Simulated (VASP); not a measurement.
## WC: single point with PBE+D3(BJ)

Crystal: WC.

```
W C
1.0
     2.90209    0.00000    0.00000
    -1.45105    2.51329    0.00000
     0.00000    0.00000    2.83274
W C
1 1
Direct
  0.00000 0.00000 0.00000
  0.66667 0.33333 0.50000
```

```json
{
  "Program": "VASP 6.6.1",
  "Task": "single point",
  "Functional": "PBE",
  "Dispersion": "D3(BJ)",
  "Potentials or basis": "VASP PAW PBE potentials, release 64 (W_sv, C)",
  "Cutoff": "520 eV",
  "k mesh": "18 × 18 × 14",
  "Occupations": "gaussian, width 0.1 eV",
  "Spin": "no spin polarisation",
  "Dipole correction": "no",
  "Further INCAR settings": "ALGO = Normal; EDIFF = 1e-07; NBANDS = 16"
}
```

```
Pressure                   : 1.1 GPa
Band gap on the k mesh     : zero (band 9 reaches 11.76 eV, above the bottom of band 10 at 10.55 eV)
Dispersion energy per atom : -0.464 eV
```

Stress tensor (GPa, compression positive):
```
1.01 0.00 0.00
0.00 1.01 0.00
0.00 0.00 1.33
```

Levels at points of the mesh, in eV from the Fermi level:
```csv
k point,band 5,band 6,band 7,band 8,band 9,band 10,band 11,band 12,band 13,band 14
"(0.00, 0.00, 0.00)",-14.48,-4.33,-3.34,-3.34,0.09,3.26,3.26,5.66,5.66,6.42
"(0.50, 0.00, 0.00)",-11.12,-7.05,-3.63,-3.58,-0.46,2.37,4.57,4.93,6.89,9.71
"(0.00, 0.00, 0.50)",-10.42,-8.67,-2.02,-2.02,-0.58,-0.58,3.69,4.54,4.54,10.00
"(0.50, 0.00, 0.50)",-11.32,-6.48,-4.33,-4.19,0.30,4.47,5.35,6.69,9.24,10.21
```

It took 48 s on 1 thread of Intel(R) Xeon(R) Platinum 8375C CPU @ 2.90GHz (Ice Lake), on a shared host, peak memory 0.23 GiB.

Caveat: spin-orbit coupling is left out, which moves the levels of the heavy elements; pairwise dispersion overbinds metals, which lowers pressure and volume.
